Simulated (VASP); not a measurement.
# RbSb4F13 (I4/m) in VASP: electric field gradients with PBE+D3(BJ)

Aim: the electric field gradients of RbSb4F13 with PBE+D3(BJ).

Program: VASP 6.6.1. These are calculated values, not measurements. Logs are shortened: lines on timing, memory, paths and dates and some standing lists are left out, and cuts for length are marked.

## Step 1: The cell of the first run

It takes space group I4/m (No. 87, tetragonal). The conventional cell has a = 9.635 Å, b = 9.635 Å, c = 6.563 Å, α = 90.00°, β = 90.00°, γ = 90.00°. Within 3.8 Å of Rb (site symmetry 4/m) lie 14 F at 2.92 to 3.68 Å. Sb (site symmetry m) has 4 F at 1.97 to 2.67 Å within 2.7 Å. Within 3.5 Å of F (site symmetry 4/m) lie 4 Sb at 2.67 Å and 8 F at 2.71 Å and 2 Rb at 3.28 Å. Within 2.7 Å of F (site symmetry m) lie 1 Sb at 2.00 Å and 3 F at 2.66 Å. F (site symmetry 1) has 2 Sb at 1.97 to 2.90 Å and 5 F at 2.66 to 2.96 Å and 1 Rb at 2.92 Å within 3.0 Å.

## Step 2: Electric field gradients, PBE+D3(BJ)

INCAR

```
  ALGO = Normal
  EDIFF = 1E-8
  ENCUT = 520
  GGA = PE
  ISIF = 2
  ISMEAR = 1
  IVDW = 12
  LASPH = True
  LCHARG = False
  LEFG = True
  LREAL = Auto
  LWAVE = False
  NBANDS = 75
  NELM = 100
  PREC = Accurate
  SIGMA = 0.15
```

KPOINTS

```
k-points
0
Gamma
  4 4 4
```

POSCAR

```
RbSb4F13
1.0
   -4.8175000000      4.8175000000      3.2815000000
    4.8175000000     -4.8175000000      3.2815000000
    4.8175000000      4.8175000000     -3.2815000000
Rb Sb F
1 4 13
Direct
    0.5000000000      0.5000000000      0.0000000000
    0.0063141333      0.2771267468      0.2834408801
    0.2771267468      0.9936858667      0.2708126135
    0.9936858667      0.7228732532      0.7165591199
    0.7228732532      0.0063141333      0.7291873865
    0.0000000000      0.0000000000      0.0000000000
    0.5614392778      0.8765557881      0.4379950659
    0.8765557881      0.4385607222      0.3151165103
    0.4385607222      0.1234442119      0.5620049341
    0.1234442119      0.5614392778      0.6848834897
    0.4301501418      0.3345581499      0.3207676869
    0.3345581499      0.0137904630      0.9044080081
    0.0137904630      0.1093824549      0.6792323131
    0.1093824549      0.4301501418      0.0955919919
    0.5698498582      0.6654418501      0.6792323131
    0.6654418501      0.9862095370      0.0955919919
    0.9862095370      0.8906175451      0.3207676869
    0.8906175451      0.5698498582      0.9044080081
```

Potentials or basis: VASP PAW PBE potentials, release 64 (Rb_sv, Sb, F).

On the command line:

```
cat potpaw_PBE.64/Rb_sv/POTCAR potpaw_PBE.64/Sb/POTCAR potpaw_PBE.64/F/POTCAR > POTCAR
mpirun -np 1 vasp_std > vasp.out
```

OUTCAR:

```text
EDIFF = 1E-8
   ENCUT = 520
   GGA = PE
   ISIF = 2
   ISMEAR = 1
   IVDW = 12
   LASPH = True
   LREAL = Auto
   NELM = 100
   PREC = Accurate
 IVDW          = 12

 ion  position               nearest neighbor table
   1  0.500  0.500  0.000-  13 2.92  14 2.92  17 2.92  18 2.92  11 2.92  15 2.92  12 2.92  16 2.92
                             6 3.28   6 3.28   9 3.68   7 3.68  10 3.68   8 3.68   4 4.23   2 4.23
   2  0.006  0.277  0.283-  16 1.97  14 1.97   8 2.00   6 2.67   3 3.78   5 3.78   1 4.23   1 4.23

   3  0.277  0.994  0.271-  11 1.97  17 1.97   9 2.00   6 2.67   2 3.78   4 3.78   1 4.23   1 4.23

   4  0.994  0.723  0.717-  12 1.97  18 1.97  10 2.00   6 2.67   3 3.78   5 3.78   1 4.23   1 4.23

   5  0.723  0.006  0.729-  13 1.97  15 1.97   7 2.00   6 2.67   2 3.78   4 3.78   1 4.23   1 4.23

   6  0.000  0.000  0.000-   2 2.67   3 2.67   4 2.67   5 2.67   1 3.28   1 3.28
   7  0.561  0.877  0.438-   5 2.00   1 3.68
   8  0.877  0.439  0.315-   2 2.00   1 3.68
   9  0.439  0.123  0.562-   3 2.00   1 3.68
  10  0.123  0.561  0.685-   4 2.00   1 3.68
  11  0.430  0.335  0.321-   3 1.97   1 2.92
  12  0.335  0.014  0.904-   4 1.97   1 2.92
  13  0.014  0.109  0.679-   5 1.97   1 2.92
  14  0.109  0.430  0.096-   2 1.97   1 2.92
  15  0.570  0.665  0.679-   5 1.97   1 2.92
  16  0.665  0.986  0.096-   2 1.97   1 2.92
  17  0.986  0.891  0.321-   3 1.97   1 2.92
  18  0.891  0.570  0.904-   4 1.97   1 2.92

  LATTYP: Found a body centered tetragonal cell.
 ALAT       =     9.6350000000
 C/A-ratio  =     0.6811624286

  Lattice vectors:

 A1 = (  -4.8175000000,   4.8175000000,   3.2815000000)
 A2 = (   4.8175000000,  -4.8175000000,   3.2815000000)
 A3 = (   4.8175000000,   4.8175000000,  -3.2815000000)

Analysis of symmetry for initial positions (statically):
=====================================================================
 Subroutine PRICEL returns:
 Original cell was already a primitive cell.

 Routine SETGRP: Setting up the symmetry group for a
 body centered tetragonal supercell.

 Subroutine GETGRP returns: Found  8 space group operations
 (whereof  8 operations were pure point group operations)
 out of a pool of 16 trial point group operations.

The static configuration has the point symmetry C_4h.

Analysis of symmetry for dynamics (positions and initial velocities):
[... 1240 lines left out ...]
 Edisp (eV)   -2.33241

 E8    (eV) :    -0.9330

  FORCE on cell =-STRESS in cart. coord.  units (eV):
  Direction    XX          YY          ZZ          XY          YZ          ZX
  --------------------------------------------------------------------------------------
  -------------------------------------------------------------------------------------
  Total       0.41087     0.41087    -1.41370     0.00000    -0.00000     0.00000
  in kB       2.16093     2.16093    -7.43517     0.00000    -0.00000     0.00000
  external pressure =       -1.04 kB  Pullay stress =        0.00 kB

 VOLUME and BASIS-vectors are now :
 -----------------------------------------------------------------------------
  energy-cutoff  :      520.00
  volume of cell :      304.63
      direct lattice vectors                 reciprocal lattice vectors
    -4.817500000  4.817500000  3.281500000     0.000000000  0.103788272  0.152369343
     4.817500000 -4.817500000  3.281500000     0.103788272  0.000000000  0.152369343
     4.817500000  4.817500000 -3.281500000     0.103788272  0.103788272  0.000000000

 POSITION                                       TOTAL-FORCE (eV/Angst)
 -----------------------------------------------------------------------------------
      0.00000      0.00000      3.28150         0.000000      0.000000      0.000000
      2.67012      0.06084      0.00000         0.016844     -0.004164     -0.000000
      4.75666     -2.14738      3.28150         0.004164      0.016844      0.000000
      2.14738      4.75666      3.28150        -0.016844      0.004164      0.000000
      0.06084      6.96488      0.00000        -0.004164     -0.016844      0.000000
      0.00000      0.00000      0.00000         0.000000      0.000000      0.000000
[... 10 lines left out ...]
      1.08478      2.00581      5.10621         0.004089      0.000468      0.023618
      2.81169      5.90228      1.82471        -0.000468      0.004089      0.023618
 -----------------------------------------------------------------------------------
    total drift:                               -0.000000     -0.000000      0.000000

  FREE ENERGIE OF THE ION-ELECTRON SYSTEM (eV)
  ---------------------------------------------------
  free  energy   TOTEN  =       -85.7792359071 eV

  energy  without entropy=      -85.8008022655  energy(sigma->0) =      -85.78642469

 Electric field gradients (V/A^2)
---------------------------------------------------------------------
 ion       V_xx      V_yy      V_zz      V_xy      V_xz      V_yz
---------------------------------------------------------------------
   1       9.707     9.707   -19.414     0.000     0.000     0.000
   2     175.077  -299.989   124.912   -18.372     0.000     0.001
   3    -299.989   175.077   124.912    18.373     0.000     0.000
   4     175.077  -299.989   124.912   -18.372     0.000     0.001
   5    -299.989   175.077   124.912    18.373     0.000     0.000
   6      37.762    37.762   -75.524    -0.011    -0.010    -0.010
[... 10 lines left out ...]
  17      -1.341   -42.551    43.892   -46.412   -73.247    35.988
  18     -42.548    -1.337    43.884    46.400   -35.994   -73.248
---------------------------------------------------------------------

 Electric field gradients after diagonalization (V/A^2)
 (convention: |V_zz| > |V_xx| > |V_yy|)
----------------------------------------------------------------------
 ion       V_xx      V_yy      V_zz     asymmetry (V_yy - V_xx)/ V_zz
----------------------------------------------------------------------
   1       9.707     9.707   -19.414       0.000
   2     175.786   124.912  -300.699       0.169
   3     175.786   124.912  -300.698       0.169
   4     175.786   124.912  -300.699       0.169
   5     175.786   124.912  -300.698       0.169
   6      37.773    37.751   -75.524       0.000
[... 10 lines left out ...]
  17     -74.463   -43.548   118.011       0.262
  18     -74.446   -43.561   118.007       0.262
----------------------------------------------------------------------

           NMR quadrupolar parameters

 Cq : quadrupolar parameter    Cq=e*Q*V_zz/h
 eta: asymmetry parameters     (V_yy - V_xx)/ V_zz
 Q  : nuclear electric quadrupole moment in mb (millibarn)
----------------------------------------------------------------------
 ion       Cq(MHz)       eta       Q (mb)
----------------------------------------------------------------------
   1      -0.047       0.000       1.000
   2      -0.727       0.169       1.000
   3      -0.727       0.169       1.000
   4      -0.727       0.169       1.000
   5      -0.727       0.169       1.000
   6      -0.183       0.000       1.000
[... 10 lines left out ...]
  17       0.285       0.262       1.000
  18       0.285       0.262       1.000
----------------------------------------------------------------------
```

OSZICAR:

```text
N       E                     dE             d eps       ncg     rms          rms(c)
DAV:   1     0.102511274141E+04    0.10251E+04   -0.59813E+04  2100   0.146E+03
DAV:   2    -0.497255088207E+01   -0.10301E+04   -0.10041E+04  2648   0.338E+02
DAV:   3    -0.938559254155E+02   -0.88883E+02   -0.88090E+02  2432   0.112E+02
DAV:   4    -0.957929083370E+02   -0.19370E+01   -0.19301E+01  2704   0.162E+01
[... 10 lines left out ...]
DAV:  15    -0.834468296191E+02   -0.43628E-07   -0.78718E-06  2397   0.129E-02    0.429E-03
DAV:  16    -0.834468299624E+02   -0.34334E-06   -0.11596E-06  2709   0.508E-03    0.134E-03
DAV:  17    -0.834468299299E+02    0.32484E-07   -0.25101E-07  2216   0.260E-03    0.585E-04
DAV:  18    -0.834468299745E+02   -0.44618E-07   -0.32367E-08  1789   0.111E-03    0.238E-04
DAV:  19    -0.834468299788E+02   -0.42583E-08   -0.62177E-09  1170   0.380E-04
   1 F= -.85779236E+02 E0= -.85786425E+02  d E =0.215664E-01
```

Run time: 6.9 min. Hardware: 1 thread of Intel Xeon Platinum 8375C at 2.90GHz (Ice Lake), shared host; peak memory 0.52 GiB.

What came out:

| Item | Value |
| --- | --- |
| Free energy | -85.7792 eV |
| Pressure | -0.1 GPa |
| Largest force | 0.035 eV/Å |
| Band gap on the k mesh | 4.73 eV (least direct gap 4.77 eV) |
| Largest electric field gradient by atom | Rb -19.4; Sb -300.7; F -75.5, +107.3, +118.0 (each value once) V/Å² |
| Dispersion energy per atom | -0.130 eV |

Forces on the atoms (eV/Å):
```
Rb   0.000  0.000  0.000
Sb   0.017 -0.004  0.000
Sb   0.004  0.017  0.000
Sb  -0.017  0.004  0.000
Sb  -0.004 -0.017  0.000
F    0.000  0.000  0.000
F    0.026  0.023  0.000
F   -0.023  0.026  0.000
F   -0.026 -0.023  0.000
F    0.023 -0.026  0.000
F    0.004  0.000 -0.024
F    0.000  0.004 -0.024
F   -0.004  0.000 -0.024
F    0.000 -0.004 -0.024
F   -0.004  0.000  0.024
F    0.000 -0.004  0.024
F    0.004  0.000  0.024
F    0.000  0.004  0.024
```

Electric field gradients, principal values (V/Å²):
```tsv
atom	least	middle	greatest (by size)
1 Rb	9.707	9.707	-19.414
2 Sb	124.912	175.786	-300.699
3 Sb	124.912	175.786	-300.698
4 Sb	124.912	175.786	-300.699
5 Sb	124.912	175.786	-300.698
6 F	37.751	37.773	-75.524
7 F	-41.158	-66.102	107.260
8 F	-41.160	-66.115	107.275
9 F	-41.158	-66.102	107.260
10 F	-41.160	-66.115	107.275
11 F	-43.549	-74.460	118.009
12 F	-43.558	-74.454	118.012
13 F	-43.548	-74.463	118.011
14 F	-43.561	-74.446	118.007
15 F	-43.549	-74.460	118.009
16 F	-43.558	-74.454	118.012
17 F	-43.548	-74.463	118.011
18 F	-43.561	-74.446	118.007
```

Caveat: three body term missing; without QUAD_EFG the Cq values of the log hold for a quadrupole moment of 1 mb, not for the nuclei; spin-orbit coupling is left out, which moves the levels of the heavy elements. A k mesh can miss the band edges.
